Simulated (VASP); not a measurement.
# AlN (I4/mmm) in VASP: notebook, part 2 of 2

VASP 6.6.1.

**3. Single point, PBE (uniaxial x strain +2.5%)**

Contents of INCAR:

```
  PREC = Accurate
  ENCUT = 520
  EDIFF = 1E-6
  ISMEAR = -1
  SIGMA = 0.02
  LREAL = F
  LASPH = T
  NELM = 60
  ALGO = Normal
  ISIF = 2
  LWAVE = F
  LCHARG = F
  GGA = PE
  NBANDS = 11
```

Contents of KPOINTS:

```
Automatic mesh
0
Gamma
  10 10 10
```

Contents of POSCAR:

```
AlN
1.0
    0.0000000000      2.0188684454      2.0188684454
    2.0701477039      0.0000000000      2.0188684454
    2.0701477039      2.0188684454      0.0000000000
Al N
1 1
Direct
    0.0000000000      0.0000000000      0.0000000000
    0.5000000000      0.5000000000      0.5000000000
```

Potentials or basis: VASP PAW PBE potentials, release 64 (Al, N).

Run with:

```bash
cat potpaw_PBE.64/Al/POTCAR potpaw_PBE.64/N/POTCAR > POTCAR
mpirun -np 1 vasp_std > vasp.out
```

OUTCAR:

```text
PREC = Accurate
   ENCUT = 520
   EDIFF = 1E-6
   ISMEAR = -1
   LREAL = F
   LASPH = T
   NELM = 60
   ISIF = 2
   GGA = PE

 ion  position               nearest neighbor table
   1  0.000  0.000  0.000-   2 2.02   2 2.02   2 2.02   2 2.02   2 2.07   2 2.07
   2  0.500  0.500  0.500-   1 2.02   1 2.02   1 2.02   1 2.02   1 2.07   1 2.07

  LATTYP: Found a body centered tetragonal cell.
 ALAT       =     2.8551111361
 C/A-ratio  =     1.4501345868

  Lattice vectors:

 A1 = (   2.0701477039,   0.0000000000,   2.0188684454)
 A2 = (   2.0701477039,   0.0000000000,  -2.0188684454)
 A3 = (  -2.0701477039,   2.0188684454,   0.0000000000)

Analysis of symmetry for initial positions (statically):
=====================================================================
 Subroutine PRICEL returns:
 Original cell was already a primitive cell.

 Routine SETGRP: Setting up the symmetry group for a
 body centered tetragonal supercell.

 Subroutine GETGRP returns: Found 16 space group operations
 (whereof 16 operations were pure point group operations)
 out of a pool of 16 trial point group operations.

The static configuration has the point symmetry D_4h.

Analysis of symmetry for dynamics (positions and initial velocities):
=====================================================================
 Subroutine PRICEL returns:
 Original cell was already a primitive cell.

 Routine SETGRP: Setting up the symmetry group for a
 body centered tetragonal supercell.

 Subroutine GETGRP returns: Found 16 space group operations
 (whereof 16 operations were pure point group operations)
 out of a pool of 16 trial point group operations.

The dynamic configuration has the point symmetry D_4h.

 Subroutine INISYM returns: Found 16 space group operations
 (whereof 16 operations are pure point group operations),
[... 113 lines left out ...]
   IALGO  =     38    algorithm
   IMIX   =      4    mixing-type and parameters
     AMIX     =   0.40;   BMIX     =  1.00
     AMIX_MAG =   1.60;   BMIX_MAG =  1.00
  volume/ion in A,a.u.               =       8.44        56.94
  Fermi-wavevector in a.u.,A,eV,Ry     =   1.276505  2.412244 22.170202  1.629464
  Thomas-Fermi vector in A             =   2.409157
   LORBIT       =      0    0 simple, 1 ext, 2 COOP (PROOUT), +10 PAW based schemes
   GGA     = PE    functional components
   LHFCALC =     F    Hartree Fock is set to
   AEXX    =    0.0000 exact exchange contribution
   IVDW    =     0    specifies the selected vdW correction
   LEPSILON=     F    determine dielectric tensor
   LRPA    =     F    only Hartree local field effects (RPA)
 non-spin polarized calculation
  energy-cutoff  :      520.00
  volume of cell :       16.88
 maximum number of plane-waves:       467
 NGX is ok and might be reduce to    24
   NGX = 11   NGY = 11   NGZ = 11

 number of electron       8.0000000 magnetization

 Free energy of the ion-electron system (eV)
  ---------------------------------------------------
  ext. energy  EPLUGINS =         0.00000000
  ---------------------------------------------------
  free energy    TOTEN  =       -14.54044596 eV

  energy without entropy =      -14.54044596  energy(sigma->0) =      -14.54044596

 E-fermi :  10.2365     XC(G=0): -12.1865

 val. band max:        9.8072258624   @ k =   0.0000   0.0000   0.0000
 cond. band min:      14.0279643528   @ k =   0.5000   0.5000   0.0000
 fundamental gap:      4.2207384905
 Fermi energy:        10.2365095725

 k-point     1 :       0.0000    0.0000    0.0000
  band No.  band energies     occupation
      1      -7.6723      2.00000
      2       9.6321      2.00000
      3       9.6321      2.00000
      4       9.8072      2.00000
      5      15.0615      0.00000
      6      21.5777      0.00000
      7      21.9103      0.00000
      8      21.9103      0.00000
      9      26.8857      0.00000
     10      26.9368      0.00000
     11      27.4983      0.00000
[... 309 lines left out ...]
 k-point    24 :       0.4000    0.3000    0.0000
  band No.  band energies     occupation
      1      -4.6843      2.00000
      2       3.9286      2.00000
      3       6.9004      2.00000
      4       7.4472      2.00000
      5      15.6555      0.00000
      6      16.5011      0.00000
      7      21.7409      0.00000
      8      24.8215      0.00000
      9      25.8138      0.00000
     10      31.2087      0.00000
     11      34.1786      0.00000

 [... further k-points ...]
[... 5 lines left out ...]
  --------------------------------------------------------------------------------------
  -------------------------------------------------------------------------------------
  Total       -0.4476868      0.1943206      0.1943206     -0.0000000      0.0000000      0.0000000
  in kB      -42.5047489     18.4493879     18.4493879     -0.0000000      0.0000000      0.0000000
  external PRESSURE =      -1.8686577 kB  Pullay stress =       0.0000000 kB

 VOLUME and BASIS-vectors are now :
 -----------------------------------------------------------------------------
  energy-cutoff  :      520.00
  volume of cell :       16.88
      direct lattice vectors                 reciprocal lattice vectors
     0.000000000  2.018868445  2.018868445    -0.241528660  0.247663488  0.247663488
     2.070147704  0.000000000  2.018868445     0.241528660 -0.247663488  0.247663488
     2.070147704  2.018868445  0.000000000     0.241528660  0.247663488 -0.247663488

 POSITION                                       TOTAL-FORCE (eV/Angst)
 -----------------------------------------------------------------------------------
      0.00000      0.00000      0.00000         0.000000      0.000000      0.000000
      2.07015      2.01887      2.01887         0.000000      0.000000      0.000000
 -----------------------------------------------------------------------------------
    total drift:                               -0.000000     -0.000000      0.000000

  FREE ENERGIE OF THE ION-ELECTRON SYSTEM (eV)
  ---------------------------------------------------
  free  energy   TOTEN  =       -14.5404459564 eV

  energy  without entropy=      -14.5404459564  energy(sigma->0) =      -14.54044596
```

OSZICAR:

```text
N       E                     dE             d eps       ncg     rms          rms(c)
DAV:   1     0.112379323526E+02    0.11238E+02   -0.39289E+03  2263   0.618E+02
DAV:   2    -0.154609493055E+02   -0.26699E+02   -0.25558E+02  2730   0.139E+02
DAV:   3    -0.162690830642E+02   -0.80813E+00   -0.80666E+00  2692   0.222E+01
DAV:   4    -0.162724114040E+02   -0.33283E-02   -0.33281E-02  2523   0.156E+00
DAV:   5    -0.162724399839E+02   -0.28580E-04   -0.28579E-04  2682   0.139E-01    0.753E+00
DAV:   6    -0.145591479674E+02    0.17133E+01   -0.76012E+00  2469   0.145E+01    0.265E+00
DAV:   7    -0.145465892870E+02    0.12559E-01   -0.17277E-01  2493   0.307E+00    0.176E+00
DAV:   8    -0.145407748824E+02    0.58144E-02   -0.16452E-02  2358   0.111E+00    0.337E-01
DAV:   9    -0.145403917337E+02    0.38315E-03   -0.16110E-03  2610   0.238E-01    0.149E-01
DAV:  10    -0.145404519358E+02   -0.60202E-04   -0.14391E-04  2525   0.882E-02    0.399E-02
DAV:  11    -0.145404462874E+02    0.56484E-05   -0.18199E-05  2616   0.239E-02    0.755E-03
DAV:  12    -0.145404459564E+02    0.33100E-06   -0.56740E-07  1326   0.655E-03
   1 F= -.14540446E+02 E0= -.14540446E+02  d E =-.429117E-12
```

stdout:

```text
POSCAR found type information on POSCAR AlN
 POSCAR found :  2 types and       2 ions
 scaLAPACK will be used
 LDA part: xc-table for (Slater+PW92), standard interpolation
 POSCAR, INCAR and KPOINTS ok, starting setup
 FFT: planning ... GRIDC
 FFT: planning ... GRID_SOFT
 FFT: planning ... GRID
 WAVECAR not read
 entering main loop
```

Run time: 20 s. Hardware: 1 thread of Intel Xeon 8259CL, shared host; peak memory 0.14 GiB.

What came out:

* Free energy: -14.5404 eV
* Pressure: -0.2 GPa
* Band gap on the k mesh: 4.22 eV, indirect (least direct gap 5.25 eV)

Stress tensor (GPa, compression positive):
```
-4.25  0.00  0.00
 0.00  1.84  0.00
 0.00  0.00  1.84
```

Levels at points of the mesh, in eV from the valence-band top:
```
           k point  band 1  band 2  band 3  band 4  band 5  band 6  band 7  band 8  band 9
(0.00, 0.00, 0.00)  -17.48   -0.18   -0.18    0.00    5.25   11.77   12.10   12.10   17.08
(0.50, 0.00, 0.00)  -14.30   -8.29   -1.21   -1.11    5.87   10.48   11.00   12.86   15.77
(0.50, 0.50, 0.00)  -13.28   -7.32   -3.08   -2.76    4.22    5.15   13.78   16.31   17.13
(0.00, 0.50, 0.50)  -13.49   -7.42   -2.74   -2.74    4.46    5.38   13.46   16.99   16.99
```

Caveat: the cell differs from its parent crystal (uniaxial x strain +2.5%). A k mesh can miss the band edges.

**4. Single point, r2SCAN (uniaxial z strain -1.3%)**

Contents of POSCAR:

```
AlN
1.0
    0.0000000000      2.0188684454      1.9920174951
    2.0188684454      0.0000000000      1.9920174951
    2.0188684454      2.0188684454      0.0000000000
Al N
1 1
Direct
    0.0000000000      0.0000000000      0.0000000000
    0.5000000000      0.5000000000      0.5000000000
```

Contents of INCAR.step1:

```
PREC = Accurate
ENCUT = 520
ISMEAR = 0
SIGMA = 0.01
LREAL = F
LASPH = T
NELM = 100
NBANDS = 11
GGA = PE
ALGO = Normal
EDIFF = 1E-4
LWAVE = T
LCHARG = F
```

Contents of INCAR.step2:

```
PREC = Accurate
ENCUT = 520
EDIFF = 1E-6
ISMEAR = 0
SIGMA = 0.01
LREAL = F
LASPH = T
NELM = 100
ALGO = Normal
ISIF = 2
LWAVE = F
LCHARG = F
METAGGA = R2SCAN
LMIXTAU = T
NBANDS = 11
ISTART = 1
```

KPOINTS is that of step 3.

Run with:

```bash
cat potpaw_PBE.64/Al/POTCAR potpaw_PBE.64/N/POTCAR > POTCAR
cp INCAR.step1 INCAR
mpirun -np 1 vasp_std > vasp.out
cp INCAR.step2 INCAR
mpirun -np 1 vasp_std > vasp.out
```

Wall time 87 s (1 thread of Intel Xeon 8259CL, shared host); peak memory 0.15 GiB.

Results (log left out):

- Free energy: -18.8933 eV
- Pressure: 3.1 GPa
- Band gap on the k mesh: 5.55 eV, indirect (least direct gap 6.75 eV)

Stress tensor (GPa, compression positive):
```
1.62 0.00 0.00
0.00 1.62 0.00
0.00 0.00 5.95
```

Levels at points of the mesh, in eV from the valence-band top:
```tsv
k point	band 1	band 2	band 3	band 4	band 5	band 6	band 7	band 8	band 9
(0.00, 0.00, 0.00)	-18.60	-0.10	0.00	0.00	6.75	12.88	12.88	13.07	18.45
(0.50, 0.00, 0.00)	-15.28	-8.59	-1.25	-1.20	6.99	11.86	12.19	14.88	17.65
(0.50, 0.50, 0.00)	-14.22	-7.66	-3.04	-3.04	5.55	5.83	15.68	18.87	18.87
(0.50, 0.00, 0.50)	-14.33	-7.72	-3.03	-2.85	5.68	5.96	15.51	18.78	19.24
```

Caveat: the cell differs from its parent crystal (uniaxial z strain -1.3%); the PAW data sets were made with another functional, which shifts forces and pressure a little. A k mesh can miss the band edges.

**5. Summary**

```csv
level,cell,smearing,gap on the mesh (eV),pressure (GPa)
PBE,"a = 2.836, b = 2.836, c = 2.855 Å, angles 59.8, 59.8, 60.4°, 2 atoms",fermi-dirac 0.02 eV,4.66,10.0
PBE,"a = 2.855, b = 2.892, c = 2.892 Å, angles 59.2, 60.4, 60.4°, 2 atoms",fermi-dirac 0.02 eV,4.22,-0.2
r2SCAN,"a = 2.836, b = 2.836, c = 2.855 Å, angles 59.8, 59.8, 60.4°, 2 atoms",gaussian 0.01 eV,5.55,3.1
```

Alike in all rows: task single point; potentials or basis VASP PAW PBE potentials, release 64 (Al, N); no spin polarisation; k mesh 10 × 10 × 10; cutoff (eV) 520.

Caveats: the PAW data sets were made with another functional, which shifts forces and pressure a little (some runs).

Absolute energies hang on the potentials; compare differences alone.
